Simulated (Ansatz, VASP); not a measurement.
## Two plane-wave programs on Zn

File INCAR:

```
PREC = Accurate
ENCUT = 520
EDIFF = 1E-7
ISMEAR = 0
SIGMA = 0.1
LREAL = F
LASPH = T
NELM = 100
ALGO = Fast
ISIF = 2
LWAVE = F
LCHARG = F
GGA = PS
NBANDS = 19
```

KPOINTS

```
Automatic mesh
0
Gamma
  24 24 12
```

File POSCAR:

```
Zn
1.0
    2.5927030149      0.0000000000      0.0000000000
   -1.2963515075      2.2453466754      0.0000000000
    0.0000000000      0.0000000000      4.8947194386
Zn
2
Direct
    0.3333333333      0.6666666667      0.2500000000
    0.6666666667      0.3333333333      0.7500000000
```

Input for Ansatz:

```yaml
crystal:
  lattice:
    - [2.592703016, 0.0, 0.0]
    - [-1.296351508, 2.2453466763, 0.0]
    - [0.0, 0.0, 4.8947194212]
  atoms:
    - { symbol: Zn, position: [0.3333333333, 0.6666666667, 0.25] }
    - { symbol: Zn, position: [0.6666666667, 0.3333333333, 0.75] }
basis:
  ecutwfc: 420
kpoints:
  mp_grid: { grid: [24, 24, 12] }
hamiltonian:
  xc: pbesol
scf:
  occupations: { method: gaussian, width: 0.1 }
output:
  forces: true
  stress: true
  eigenvalues: true
```

Alike in both runs: task single point; functional PBEsol; k mesh 24 × 24 × 12; occupations gaussian, width 0.1 eV; no spin polarisation.

|  | VASP | Ansatz |
| --- | --- | --- |
| version | VASP 6.6.1 | Ansatz 0.2.0 |
| potentials or method | VASP PAW PBE potentials, release 64 (Zn), cutoff 520 eV | scalar-relativistic, plane waves, PAW |
| valence electrons in the cell | 24 | 24 |

```csv
,VASP,Ansatz,Ansatz less VASP
gap on the k mesh at the Fermi level (eV),none,none,-
pressure (GPa),0.5,0.1,-0.47
"traceless stress, the component that is largest in VASP (GPa)",-0.78,-0.57,+0.205
```

VASP's potentials were made for PBE, not for PBEsol. A gap of «none» marks a metal or a gap that the smearing closes. With one functional, cell and mesh, what is left measures potentials, basis and numerics.
